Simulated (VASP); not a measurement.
# Cd6HS6 (a cell with a defect) in VASP: further runs, part 2 of 2

VASP 6.6.1. The steps go on from the part before.

### 3 Single point, PBE, collinear spin

INCAR

```
SYSTEM = Cd6HS6
  PREC = Accurate
  ENCUT = 520
  EDIFF = 1E-6
  ISMEAR = 0
  SIGMA = 0.02
  LREAL = .FALSE.
  LASPH = .TRUE.
  NELM = 150
  ALGO = Normal
  ISIF = 2
  LWAVE = .FALSE.
  LCHARG = .FALSE.
  ISPIN = 2
  MAGMOM = 0 0 0 0 0 0 0 0 0.13 0 0 0 0.34
  LORBIT = 11
  GGA = PE
  NBANDS = 70
```

KPOINTS

```
Automatic mesh
0
G
  2 2 2
  0 0 0
```

POSCAR

```
Cd6HS6
1.0
    0.0000000000      0.0000000000     -6.8307328146
   -6.2959774550      3.6349842784      0.0000000000
    6.2959774549      3.6349842785      0.0000000000
Cd S H
6 6 1
Direct
    0.5067438727     -0.0000394272      0.3350912202
    0.5001275987      0.6656860133      0.6665722935
    0.4996138910      0.3342182654      0.0008635139
    0.9987483313      0.3147089224      0.3124605027
    0.9984489491      0.0002262785      0.6856605944
    0.9988632531      0.6857123218     -0.0019880442
    0.1314304079      0.0006620107      0.3511194283
    0.1253752743      0.6511968849      0.6480964926
    0.1247958342      0.3493598181     -0.0025836277
    0.6222734976      0.3332341450      0.3332674997
    0.6233861162      0.0000394075      0.6698894872
    0.6220505347      0.6664993238      0.0000658700
    0.9599524938     -0.0021202485      0.0464236038
```

Potentials or basis: VASP PAW PBE potentials, release 64 (Cd, S, H).

Launch:

```sh
> cat potpaw_PBE.64/Cd/POTCAR potpaw_PBE.64/S/POTCAR potpaw_PBE.64/H/POTCAR > POTCAR
> mpirun -np 1 vasp_std > vasp.out
```

OUTCAR:

```text
SYSTEM = Cd6HS6
   PREC = Accurate
   ENCUT = 520
   EDIFF = 1E-6
   ISMEAR = 0
   LREAL = .FALSE.
   LASPH = .TRUE.
   NELM = 150
   ISIF = 2
   ISPIN = 2
   LORBIT = 11
   GGA = PE

 ion  position               nearest neighbor table
   1  0.507  1.000  0.335-  12 2.55  10 2.55  11 2.56   7 2.57
   2  0.500  0.666  0.667-  10 2.56  12 2.56  11 2.56   8 2.56
   3  0.500  0.334  0.001-  12 2.56  10 2.56  11 2.56   9 2.56
   4  0.999  0.315  0.312-  13 2.16   9 2.57  10 2.58   8 2.59   7 2.60
   5  0.998  0.000  0.686-   9 2.56   8 2.56  11 2.56   7 2.60
   6  0.999  0.686  0.998-  13 2.13   8 2.58  12 2.58   9 2.59   7 2.60
   7  0.131  0.001  0.351-   1 2.57   5 2.60   4 2.60   6 2.60
   8  0.125  0.651  0.648-   2 2.56   5 2.56   6 2.58   4 2.59
   9  0.125  0.349  0.997-   3 2.56   5 2.56   4 2.57   6 2.59
  10  0.622  0.333  0.333-   1 2.55   2 2.56   3 2.56   4 2.58
  11  0.623  0.000  0.670-   1 2.56   2 2.56   3 2.56   5 2.56
  12  0.622  0.666  0.000-   1 2.55   3 2.56   2 2.56   6 2.58
  13  0.960  0.998  0.046-   6 2.13   4 2.16

  LATTYP: Found a hexagonal cell.
 ALAT       =     7.2699685569
 C/A-ratio  =     0.9395821675

  Lattice vectors:

 A1 = (  -6.2959774550,   3.6349842784,   0.0000000000)
 A2 = (   6.2959774549,   3.6349842785,   0.0000000000)
 A3 = (   0.0000000000,   0.0000000000,  -6.8307328146)

Analysis of symmetry for initial positions (statically):
=====================================================================
 Subroutine PRICEL returns:
 Original cell was already a primitive cell.

 Routine SETGRP: Setting up the symmetry group for a
 hexagonal supercell.

 Subroutine GETGRP returns: Found  1 space group operations
[... 1303 lines left out ...]

  FORCE on cell =-STRESS in cart. coord.  units (eV):
  Direction    XX          YY          ZZ          XY          YZ          ZX
  --------------------------------------------------------------------------------------
  -------------------------------------------------------------------------------------
  Total        1.1762981      0.8531261      1.7350148      0.2997802      0.1277136      0.2489977
  in kB        6.0278853      4.3718052      8.8910034      1.5362100      0.6544625      1.2759772
  external PRESSURE =       6.4302313 kB  Pullay stress =       0.0000000 kB

 VOLUME and BASIS-vectors are now :
 -----------------------------------------------------------------------------
  energy-cutoff  :      520.00
  volume of cell :      312.65
      direct lattice vectors                 reciprocal lattice vectors
     0.000000000  0.000000000 -6.830732815     0.000000000  0.000000000 -0.146397177
    -6.295977455  3.634984278  0.000000000    -0.079415786  0.137552177  0.000000000
     6.295977455  3.634984279  0.000000000     0.079415786  0.137552177  0.000000000

 POSITION                                       TOTAL-FORCE (eV/Angst)
 -----------------------------------------------------------------------------------
     -4.18600      4.85289     -3.46143        -0.000945     -0.000557     -0.001946
      0.00558      4.84274     -3.41624        -0.000057     -0.000881      0.004365
     -2.09879      1.21802     -3.41273         0.000719     -0.000451      0.004225
     -0.01416      2.27975     -6.82218        -0.004800     -0.003059     -0.000497
      4.31548      2.49319     -6.82014         0.003157      0.000475     -0.000367
      1.96623      6.12031     -6.82297        -0.010176     -0.001421      0.000666
      2.20647      1.27872     -0.89777         0.005070     -0.003914      0.000448
     -0.01952      4.72291     -0.85641         0.003282     -0.000560      0.003969
      4.08015      4.89551     -0.85245        -0.002245     -0.000270     -0.002934
      0.00021      2.42272     -4.25058         0.000044      0.002001      0.000499
      4.21736      2.43518     -4.25818         0.000924      0.000584     -0.000798
     -4.19585      2.42295     -4.24906        -0.000654      0.000723     -0.005082
     -5.99035      3.79603     -6.55718         0.005681      0.007329     -0.002547
 -----------------------------------------------------------------------------------
    total drift:                                0.000396      0.000032      0.000646

  FREE ENERGIE OF THE ION-ELECTRON SYSTEM (eV)
  ---------------------------------------------------
  free  energy   TOTEN  =       -38.0721818007 eV

  energy  without entropy=      -38.0721810817  energy(sigma->0) =      -38.07218144

 total charge

# of ion       s       p       d       tot
------------------------------------------
    1        0.419   0.303   9.563  10.285
    2        0.418   0.302   9.564  10.283
    3        0.418   0.302   9.564  10.283
    4        0.413   0.305   9.555  10.273
    5        0.417   0.295   9.562  10.274
    6        0.414   0.306   9.554  10.273
    7        1.343   2.348   0.000   3.691
    8        1.332   2.370   0.000   3.703
    9        1.332   2.371   0.000   3.703
   10        1.326   2.384   0.000   3.710
   11        1.325   2.385   0.000   3.710
   12        1.326   2.383   0.000   3.710
   13        0.430   0.006   0.000   0.436
--------------------------------------------------
tot         10.913  16.059  57.361  84.332

 magnetization (x)

# of ion       s       p       d       tot
------------------------------------------
    1       -0.001   0.001   0.002   0.002
    2       -0.001   0.001   0.001   0.001
    3       -0.001   0.001   0.001   0.001
    4       -0.005   0.001   0.017   0.013
    5       -0.002   0.003   0.007   0.009
    6       -0.005   0.001   0.018   0.014
    7        0.007   0.102   0.000   0.109
    8        0.003   0.038   0.000   0.041
    9        0.002   0.036   0.000   0.039
   10       -0.000   0.011   0.000   0.011
   11       -0.000   0.010   0.000   0.009
   12       -0.000   0.012   0.000   0.012
   13        0.178   0.000   0.000   0.178
--------------------------------------------------
tot          0.175   0.218   0.046   0.439
```

OSZICAR:

```text
N       E                     dE             d eps       ncg     rms          rms(c)
DAV:   1     0.789041578330E+03    0.78904E+03   -0.51956E+04  2240   0.142E+03
DAV:   2     0.150506480163E+02   -0.77399E+03   -0.74468E+03  2464   0.358E+02
DAV:   3    -0.402613084809E+02   -0.55312E+02   -0.54752E+02  2586   0.916E+01
DAV:   4    -0.412444324260E+02   -0.98312E+00   -0.98057E+00  2552   0.115E+01
DAV:   5    -0.412632788868E+02   -0.18846E-01   -0.18842E-01  2670   0.155E+00    0.185E+01
DAV:   6    -0.381300306925E+02    0.31332E+01   -0.68476E+00  2676   0.160E+01    0.148E+01
DAV:   7    -0.380763116111E+02    0.53719E-01   -0.24150E+00  2526   0.517E+00    0.697E+00
DAV:   8    -0.380708139598E+02    0.54977E-02   -0.28203E-01  2602   0.321E+00    0.147E+00
DAV:   9    -0.380696164247E+02    0.11975E-02   -0.32052E-02  2538   0.122E+00    0.612E-01
DAV:  10    -0.380714278598E+02   -0.18114E-02   -0.67162E-03  2548   0.357E-01    0.157E-01
DAV:  11    -0.380717886645E+02   -0.36080E-03   -0.12506E-03  2532   0.200E-01    0.101E-01
DAV:  12    -0.380720299432E+02   -0.24128E-03   -0.29613E-04  2472   0.574E-02    0.700E-02
DAV:  13    -0.380721394157E+02   -0.10947E-03   -0.87955E-05  2436   0.318E-02    0.262E-02
DAV:  14    -0.380721767962E+02   -0.37381E-04   -0.36170E-05  2436   0.230E-02    0.126E-02
DAV:  15    -0.380721808988E+02   -0.41026E-05   -0.35076E-06  2060   0.720E-03    0.518E-03
DAV:  16    -0.380721818007E+02   -0.90189E-06   -0.13430E-06  1904   0.452E-03
   1 F= -.38072182E+02 E0= -.38072181E+02  d E =-.718989E-06  mag=     0.7501
```

It took 5.3 min on 1 thread of Intel Xeon 6975P-C (Granite Rapids), shared host; peak memory 0.65 GiB.

Results:

| Quantity | Value |
| --- | --- |
| Free energy | -38.0722 eV |
| Pressure | 0.6 GPa |
| Largest force | 0.010 eV/Å |
| Net moment | 0.75 μB per cell |
| Site moments | Cd +0.00, +0.01; S +0.11, +0.04, +0.01; H +0.18 μB |
| Valence electrons inside the program's atomic spheres | Cd 10.29, 10.28, 10.27; S 3.69, 3.70, 3.71; H 0.44 |

Forces on the atoms (eV/Å):
```
Cd  -0.001 -0.001 -0.002
Cd   0.000 -0.001  0.004
Cd   0.001  0.000  0.004
Cd  -0.005 -0.003  0.000
Cd   0.003  0.000  0.000
Cd  -0.010 -0.001  0.001
S    0.005 -0.004  0.000
S    0.003 -0.001  0.004
S   -0.002  0.000 -0.003
S    0.000  0.002  0.000
S    0.001  0.001 -0.001
S   -0.001  0.001 -0.005
H    0.006  0.007 -0.003
```

Levels at points of the mesh, in eV from the Fermi level:
Spin up:
| k point | band 52 | band 53 | band 54 | band 55 | band 56 | band 57 | band 58 | band 59 |
| --- | --- | --- | --- | --- | --- | --- | --- | --- |
| (0.00, 0.00, 0.00) | -0.54 | -0.49 | -0.46 | -0.44 | 1.45 | 2.54 | 4.21 | 4.38 |
| (0.50, 0.00, 0.00) | -0.83 | -0.76 | -0.76 | 0.06 | 2.30 | 2.95 | 3.66 | 3.82 |
| (0.00, 0.50, 0.00) | -1.04 | -1.02 | -0.99 | -0.31 | 2.72 | 3.08 | 3.18 | 3.52 |
| (0.00, 0.00, 0.50) | -1.08 | -1.01 | -0.98 | -0.27 | 2.75 | 3.09 | 3.19 | 3.59 |
| (0.00, 0.50, 0.50) | -1.08 | -1.01 | -0.98 | -0.27 | 2.74 | 3.09 | 3.18 | 3.58 |
| (0.50, 0.50, 0.00) | -1.55 | -1.48 | -1.41 | -0.40 | 2.94 | 3.26 | 3.40 | 3.60 |
| (0.50, 0.00, 0.50) | -1.55 | -1.49 | -1.41 | -0.32 | 2.92 | 3.32 | 3.51 | 3.58 |
| (0.50, 0.50, 0.50) | -1.55 | -1.49 | -1.41 | -0.32 | 2.92 | 3.31 | 3.50 | 3.58 |
Spin down:
```tsv
k point	band 51	band 52	band 53	band 54	band 55	band 56	band 57	band 58
(0.00, 0.00, 0.00)	-1.09	-0.45	-0.41	-0.41	-0.06	1.70	2.69	4.25
(0.50, 0.00, 0.00)	-0.78	-0.77	-0.75	-0.75	0.77	2.32	3.13	3.69
(0.00, 0.50, 0.00)	-1.10	-1.00	-0.98	-0.96	0.44	2.74	3.12	3.22
(0.00, 0.00, 0.50)	-1.08	-1.02	-0.97	-0.95	0.49	2.77	3.12	3.23
(0.00, 0.50, 0.50)	-1.08	-1.03	-0.97	-0.95	0.49	2.77	3.13	3.22
(0.50, 0.50, 0.00)	-1.58	-1.54	-1.45	-1.37	0.38	2.97	3.28	3.43
(0.50, 0.00, 0.50)	-1.58	-1.53	-1.47	-1.37	0.40	2.94	3.35	3.54
(0.50, 0.50, 0.50)	-1.58	-1.54	-1.47	-1.37	0.41	2.95	3.34	3.53
```

Caveat: the k points lie up to 0.50 Å⁻¹ apart.

### 4 Single point, PBE, collinear spin

INCAR

```
  PREC = Accurate
  ENCUT = 520
  EDIFF = 1E-7
  ISMEAR = 0
  SIGMA = 0.02
  LREAL = False
  LASPH = True
  NELM = 150
  ALGO = Normal
  ISIF = 2
  LWAVE = False
  LCHARG = True
  ISPIN = 2
  MAGMOM = 0 0 0 0 0 0 0 0 0.13 0 0 0 0.34
  LORBIT = 11
  GGA = PE
  LELF = True
  LVHAR = True
  NBANDS = 70
```

KPOINTS

```
Automatic mesh
0
Gamma
  2 2 2
```

POSCAR

```
Cd6HS6
1.0
    0.0000000000      0.0000000000     -6.8307328146
   -6.2959774550      3.6349842784      0.0000000000
    6.2959774549      3.6349842785      0.0000000000
Cd S H
6 6 1
Direct
    0.4996138910      0.0008635139      0.3342182654
    0.5001275987      0.6665722935      0.6656860133
    0.5067438727      0.3350912202     -0.0000394272
    0.9987483313      0.3124605027      0.3147089224
    0.9988632531     -0.0019880442      0.6857123218
    0.9984489491      0.6856605945      0.0002262785
    0.1247958342     -0.0025836277      0.3493598181
    0.1253752743      0.6480964926      0.6511968849
    0.1314304079      0.3511194283      0.0006620107
    0.6222734976      0.3332674997      0.3332341450
    0.6220505347      0.0000658700      0.6664993238
    0.6233861162      0.6698894872      0.0000394075
    0.9599524938      0.0464236038     -0.0021202485
```

Potentials or basis: VASP PAW PBE potentials, release 64 (Cd, S, H).

Launch:

```sh
> cat potpaw_PBE.64/Cd/POTCAR potpaw_PBE.64/S/POTCAR potpaw_PBE.64/H/POTCAR > POTCAR
> mpirun -np 1 vasp_std > vasp.out
```

OUTCAR:

```text
PREC = Accurate
   ENCUT = 520
   EDIFF = 1E-7
   ISMEAR = 0
   LREAL = False
   LASPH = True
   NELM = 150
   ISIF = 2
   ISPIN = 2
   LORBIT = 11
   GGA = PE

 ion  position               nearest neighbor table
   1  0.500  0.001  0.334-  11 2.56  10 2.56  12 2.56   7 2.56
   2  0.500  0.667  0.666-  10 2.56  11 2.56  12 2.56   8 2.56
   3  0.507  0.335  1.000-  11 2.55  10 2.55  12 2.56   9 2.57
   4  0.999  0.312  0.315-  13 2.16   7 2.57  10 2.58   8 2.59   9 2.60
   5  0.999  0.998  0.686-  13 2.13   8 2.58  11 2.58   7 2.59   9 2.60
   6  0.998  0.686  0.000-   7 2.56   8 2.56  12 2.56   9 2.60
   7  0.125  0.997  0.349-   1 2.56   6 2.56   4 2.57   5 2.59
   8  0.125  0.648  0.651-   2 2.56   6 2.56   5 2.58   4 2.59
   9  0.131  0.351  0.001-   3 2.57   6 2.60   4 2.60   5 2.60
  10  0.622  0.333  0.333-   3 2.55   2 2.56   1 2.56   4 2.58
  11  0.622  0.000  0.666-   3 2.55   1 2.56   2 2.56   5 2.58
[... 1359 lines left out ...]
    total drift:                               -0.000381      0.000021      0.000558

  FREE ENERGIE OF THE ION-ELECTRON SYSTEM (eV)
  ---------------------------------------------------
  free  energy   TOTEN  =       -38.0721819638 eV

  energy  without entropy=      -38.0721812531  energy(sigma->0) =      -38.07218161

 total charge

# of ion       s       p       d       tot
------------------------------------------
    1        0.418   0.302   9.564  10.283
    2        0.418   0.302   9.564  10.283
    3        0.419   0.303   9.563  10.285
    4        0.413   0.305   9.555  10.273
    5        0.414   0.306   9.554  10.273
    6        0.417   0.295   9.562  10.274
    7        1.332   2.371   0.000   3.703
    8        1.332   2.370   0.000   3.703
    9        1.343   2.348   0.000   3.691
   10        1.326   2.384   0.000   3.710
   11        1.326   2.383   0.000   3.710
   12        1.325   2.385   0.000   3.710
   13        0.430   0.006   0.000   0.436
--------------------------------------------------
tot         10.913  16.059  57.361  84.332

 magnetization (x)

# of ion       s       p       d       tot
------------------------------------------
    1       -0.001   0.001   0.001   0.001
    2       -0.001   0.001   0.001   0.001
    3       -0.001   0.001   0.002   0.002
    4       -0.005   0.001   0.017   0.013
    5       -0.005   0.001   0.018   0.014
    6       -0.002   0.003   0.007   0.009
    7        0.002   0.036   0.000   0.039
    8        0.003   0.038   0.000   0.041
    9        0.007   0.102   0.000   0.109
   10       -0.000   0.011   0.000   0.011
   11       -0.000   0.012   0.000   0.012
   12       -0.000   0.010   0.000   0.009
   13        0.178   0.000   0.000   0.178
--------------------------------------------------
tot          0.175   0.218   0.046   0.439
```

It took 12 min on 1 thread of Intel Xeon Platinum 8259CL at 2.50GHz (Skylake/Cascade Lake), shared host; peak memory 0.66 GiB.

Results:

- Free energy: -38.0722 eV
- Pressure: 0.6 GPa
- Largest force: 0.010 eV/Å
- Net moment: 0.75 μB per cell
- Site moments: Cd +0.00, +0.01; S +0.04, +0.11, +0.01; H +0.18 μB
- Valence electrons inside the program's atomic spheres: Cd 10.28, 10.29, 10.27; S 3.70, 3.69, 3.71; H 0.44

Forces in eV/Å, atoms in the order of the input:
```
Cd  -0.001  0.000  0.004
Cd   0.000 -0.001  0.004
Cd   0.001 -0.001 -0.002
Cd   0.005 -0.003 -0.001
Cd   0.010 -0.001  0.001
Cd  -0.003  0.000  0.000
S    0.002  0.000 -0.003
S   -0.003 -0.001  0.004
S   -0.005 -0.004  0.000
S    0.000  0.002  0.001
S    0.001  0.001 -0.005
S   -0.001  0.001 -0.001
H   -0.006  0.007 -0.003
```

Levels at points of the mesh, in eV from the Fermi level:
Spin up:
```tsv
k point	band 52	band 53	band 54	band 55	band 56	band 57	band 58	band 59
(0.00, 0.00, 0.00)	-0.54	-0.49	-0.46	-0.44	1.45	2.54	4.21	4.38
(0.50, 0.00, 0.00)	-0.83	-0.77	-0.76	0.06	2.30	2.95	3.66	3.82
(0.00, 0.50, 0.00)	-1.08	-1.01	-0.98	-0.27	2.75	3.09	3.19	3.59
(0.00, 0.00, 0.50)	-1.04	-1.02	-0.99	-0.31	2.72	3.08	3.18	3.52
(0.00, 0.50, 0.50)	-1.08	-1.01	-0.98	-0.27	2.74	3.09	3.18	3.58
(0.50, 0.50, 0.00)	-1.55	-1.49	-1.41	-0.32	2.92	3.32	3.51	3.58
(0.50, 0.00, 0.50)	-1.55	-1.48	-1.41	-0.40	2.94	3.26	3.40	3.60
(0.50, 0.50, 0.50)	-1.55	-1.49	-1.41	-0.32	2.92	3.31	3.50	3.58
```
Spin down:
```
           k point  band 50  band 51  band 52  band 53  band 54  band 55  band 56  band 57  band 58  band 59
(0.00, 0.00, 0.00)    -1.10    -1.09    -0.45    -0.41    -0.41    -0.06     1.70     2.69     4.25     4.39
(0.50, 0.00, 0.00)    -1.42    -0.78    -0.77    -0.75    -0.75     0.77     2.32     3.13     3.69     3.87
(0.00, 0.50, 0.00)    -1.15    -1.08    -1.02    -0.97    -0.95     0.49     2.77     3.12     3.23     3.63
(0.00, 0.00, 0.50)    -1.17    -1.10    -1.00    -0.98    -0.96     0.44     2.74     3.12     3.22     3.55
(0.00, 0.50, 0.50)    -1.15    -1.08    -1.03    -0.97    -0.95     0.49     2.77     3.13     3.22     3.62
(0.50, 0.50, 0.00)    -1.61    -1.58    -1.54    -1.47    -1.37     0.40     2.94     3.35     3.54     3.60
(0.50, 0.00, 0.50)    -1.61    -1.58    -1.54    -1.45    -1.37     0.38     2.97     3.28     3.43     3.62
(0.50, 0.50, 0.50)    -1.61    -1.58    -1.54    -1.47    -1.37     0.41     2.95     3.34     3.53     3.60
```

Caveat: the k points lie up to 0.50 Å⁻¹ apart.
